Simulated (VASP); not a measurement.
A run of VASP 6.6.1 is set up as follows.

File INCAR:

```
SYSTEM = TaN
  PREC = Accurate
  ENCUT = 520
  EDIFF = 1E-7
  ISMEAR = 0
  SIGMA = 0.15
  LREAL = .False.
  LASPH = .True.
  NELM = 80
  ALGO = Normal
  ISIF = 2
  LWAVE = .False.
  LCHARG = .False.
  GGA = PE
  NBANDS = 42
```

File KPOINTS:

```
Automatic mesh
0
Gamma
  14 14 14
  0 0 0
```

The input POSCAR:

```
TaN
1.0
    4.4172695572      0.0000000000      0.0000000000
    0.0000000000     -4.4172695572      0.0000000000
    0.0000000000      0.0000000000     -4.4172695572
Ta N
4 4
Direct
    0.5000000000      0.0000000000      0.0000000000
    0.0000000000      0.5000000000      0.0000000000
    0.0000000000      0.0000000000      0.5000000000
    0.5000000000      0.5000000000      0.5000000000
   -0.0764046648      0.0000000000      0.0000000000
    0.5000000000      0.5000000000      0.0000000000
    0.5000000000      0.0000000000      0.5000000000
    0.0000000000      0.5000000000      0.5000000000
```

Potentials or basis: VASP PAW PBE potentials, release 64 (Ta_pv, N).

The run is started by

```console
$ cat potpaw_PBE.64/Ta_pv/POTCAR potpaw_PBE.64/N/POTCAR > POTCAR
$ mpirun -np 1 vasp_std > vasp.out
```

Task: What does it give for the largest force?

Result: 5.317 eV/Å.

Task: Estimate the band gap on the k mesh.

Result: Zero (bands 32 and 33 overlap by 3.47 eV).

Task: Predict the pressure.

Result: 5.8 GPa.

Forces on the atoms (eV/Å):
```
Ta  -5.317  0.000  0.000
Ta   0.529  0.000  0.000
Ta   0.529  0.000  0.000
Ta  -0.381  0.000  0.000
N    4.888  0.000  0.000
N    0.052  0.000  0.000
N    0.052  0.000  0.000
N   -0.351  0.000  0.000
```

Caveat: the cell differs from its parent crystal (atom 5 (N) moved +0.338 Å towards its neighbour atom 1 (Ta) at 2.209 Å); the stress differs along the axes, from -0 to 18 GPa; spin-orbit coupling is left out, which moves the levels of the heavy elements; forces of over 1 eV/Å act on the atoms, so gaps and moduli don't describe the material at rest.
